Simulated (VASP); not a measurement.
# ScPb: relaxation of cell and atoms with PBE

ScPb:

```
CELL_PARAMETERS angstrom
3.54409 0.00000 0.00000
-1.77205 3.06927 0.00000
0.00000 0.00000 4.72083
ATOMIC_POSITIONS crystal
Sc 0.00000 0.00000 0.50000
Pb 0.66667 0.33333 0.00000
```

```yaml
Program: VASP 6.6.1
Task: relaxation of cell and atoms
Functional: PBE
Potentials_or_basis: VASP PAW PBE potentials, release 64 (Sc_sv, Pb_d)
Cutoff: 600 eV
k_mesh: 15 × 15 × 10
Occupations: gaussian, width 0.1 eV
Spin: no spin polarisation
Dipole_correction: no
Further_INCAR_settings: ALGO = Normal; EDIFF = 1e-06; IBRION = 2; EDIFFG = -0.005; NSW = 100; ISIF = 3
```

```yaml
Relaxed_volume: 25.60 Å³/atom
Relaxed_cell: a = 3.487 Å, b = 3.487 Å, c = 4.862 Å, α = 90.00°, β = 90.00°, γ = 120.00°
Space_group_after_relaxing_to_0.05_Å: P-6m2 (No. 187)
Energy_gained_by_relaxing: 5.3 meV/atom
Ionic_steps: 6
Pressure_after_relaxing: 0.0 GPa
```

The path:
```csv
step,energy change (eV),largest force (eV/Å),pressure (GPa),volume (Å³)
1,0.0000,0.0000,0.16,51.35
2,-0.0055,0.0000,-0.18,51.54
3,-0.0066,0.0000,-0.98,52.05
4,-0.0092,0.0000,-0.61,51.80
5,-0.0104,0.0000,0.32,50.93
6,-0.0107,0.0000,0.01,51.21
```

Final structure:
```
Sc Pb
1.0
     3.48745    0.00000    0.00000
    -1.74373    3.02022    0.00000
     0.00000    0.00000    4.86172
Sc Pb
1 1
Direct
  0.00000 0.00000 0.50000
  0.66667 0.33333 0.00000
```

Levels at points of the mesh, in eV from the Fermi level:
| k point | band 11 | band 12 | band 13 | band 14 | band 15 | band 16 |
| --- | --- | --- | --- | --- | --- | --- |
| (0.00, 0.00, 0.00) | -1.88 | -1.52 | 1.14 | 1.14 | 2.20 | 2.20 |
| (0.00, 0.00, 0.50) | -5.00 | 0.45 | 1.36 | 1.36 | 2.00 | 2.00 |

It took 7.2 min on 1 thread of Intel(R) Xeon(R) Platinum 8488C (Sapphire Rapids), with other jobs on the host, peak memory 0.33 GiB.

Caveat: spin-orbit coupling is left out, which moves the levels of the heavy elements.
